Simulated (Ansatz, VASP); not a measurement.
W in VASP and in Ansatz

Contents of INCAR:

```
PREC     = Accurate       # precision mode
ENCUT    = 520            # plane-wave cutoff, eV
EDIFF    = 1E-7           # SCF threshold, eV
ISMEAR   = -1             # smearing method
SIGMA    = 0.1            # smearing width, eV
LREAL    = F              # projectors in reciprocal space
LASPH    = T              # aspherical terms in the spheres
NELM     = 100            # most SCF steps
ALGO     = Normal         # electronic algorithm
ISIF     = 2              # what is computed and relaxed
LWAVE    = F              # write WAVECAR
LCHARG   = F              # write CHGCAR
GGA      = B5             # functional
ALDAX    = 1.0          
AGGAX    = 1.0          
AGGAC    = 1.0          
ALDAC    = 0.0          
NBANDS   = 13             # bands
```

File KPOINTS:

```
regular mesh
0
Gamma
  15 15 15
```

Contents of POSCAR:

```
W
1.0
    0.0000000000      2.1204187767      2.1204187767
    2.1204187767      0.0000000000      2.1204187767
    2.1204187767      2.1204187767      0.0000000000
W
1
Direct
    0.0000000000      0.0000000000      0.0000000000
```

Input for Ansatz:

```yaml
crystal:
  lattice:
    - [0.0, 2.1204187767, 2.1204187767]
    - [2.1204187767, 0.0, 2.1204187767]
    - [2.1204187767, 2.1204187767, 0.0]
  atoms:
    - { symbol: W, position: [0.0, 0.0, 0.0] }
hamiltonian:
  xc: blyp
  pseudopotentials:
    kind: paw
    azcp:
      W: "pseudopotentials/W.paw.azcp"
basis:
  ecutwfc: 420
  fft_grid_basis: typed
kpoints:
  mp_grid: { grid: [15, 15, 15], shift: [0, 0, 0] }
magnetization:
  spin_polarized: false
scf:
  occupations: { method: fermi_dirac, width: 0.1 }
  lower_state_search: "off"
output:
  stress: true
  write_density: true
  write_potential: true
  elf: true
  volumetric_format: npy
```

Alike in both runs: task single point; functional BLYP; k mesh 15 × 15 × 15; occupations fermi-dirac, width 0.1 eV; no spin polarisation.

```csv
,VASP,Ansatz
version,VASP 6.6.1,Ansatz 0.2.0
potentials or method,"VASP PAW PBE potentials, release 64 (W_sv), cutoff 520 eV","plane waves (420 eV) with PAW, scalar-relativistic"
valence electrons in the cell,14,14
```

```tsv
	VASP	Ansatz	Ansatz less VASP
pressure (GPa)	-22.1	-23.0	-0.88
```

VASP's potentials were made for PBE, not for BLYP.

Spin-orbit coupling is off throughout.
